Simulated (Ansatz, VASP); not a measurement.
# Two plane-wave programs on Ta

INCAR

```
SYSTEM = Ta
PREC = Accurate ; ENCUT = 600
EDIFF = 1E-7 ; ISMEAR = 0
SIGMA = 0.1 ; LREAL = .FALSE.
LASPH = .TRUE. ; NELM = 80
ALGO = Normal ; ISIF = 3
LWAVE = .FALSE. ; LCHARG = .FALSE.
GGA = PE ; IBRION = 2
NSW = 80 ; EDIFFG = -0.01
```

The input KPOINTS:

```
Automatic mesh
0
G
  18 18 18
  0 0 0
```

POSCAR

```
Ta
1.0
   -1.6541459407      1.6541459407      1.6541459407
    1.6541459407     -1.6541459407      1.6541459407
    1.6541459407      1.6541459407     -1.6541459407
Ta
1
Direct
    0.0000000000      0.0000000000      0.0000000000
```

Input for Ansatz:

```yaml
crystal:
  lattice:
    - [-1.654145946, 1.654145946, 1.654145946]
    - [1.654145946, -1.654145946, 1.654145946]
    - [1.654145946, 1.654145946, -1.654145946]
  atoms:
    - { symbol: Ta, position: [0.0, 0.0, 0.0] }
basis:
  ecutwfc: 420
kpoints:
  mp_grid: { grid: [18, 18, 18] }
hamiltonian:
  xc: pbe
scf:
  occupations: { method: gaussian, width: 0.1 }
output:
  forces: true
  stress: true
  eigenvalues: true
relax:
  adjacent_minimum: "off"
  f_tol: 0.01
  max_steps: 60
  cell: { stress_tol: 0.1 }
```

Alike in both runs: task relaxation of cell and atoms; functional PBE; k mesh 18 × 18 × 18; occupations gaussian, width 0.1 eV; no spin polarisation.

|  | VASP | Ansatz |
| --- | --- | --- |
| version | VASP 6.6.1 | Ansatz 0.2.0 |
| potentials or method | VASP PAW PBE potentials, release 64 (Ta_pv), cutoff 600 eV | scalar-relativistic, plane waves, PAW |
| valence electrons in the cell | 11 | 13 |

|  | VASP | Ansatz | Ansatz less VASP |
| --- | --- | --- | --- |
| gap on the k mesh at the Fermi level, each at its own relaxed structure (eV) | none | none | - |
| relaxed volume (Å³/atom) | 18.29 | 18.28 | -0.006 |
| relaxed length of the cell vector where the two differ most in proportion (Å) | 2.875 | 2.874 | -0.0003 |

A gap of «none» marks a metal or a gap that the smearing closes. VASP's potentials hold 11 valence electrons a cell and Ansatz's 13, so a difference there can come from the potentials and not from the codes.

Spin-orbit coupling is off throughout.
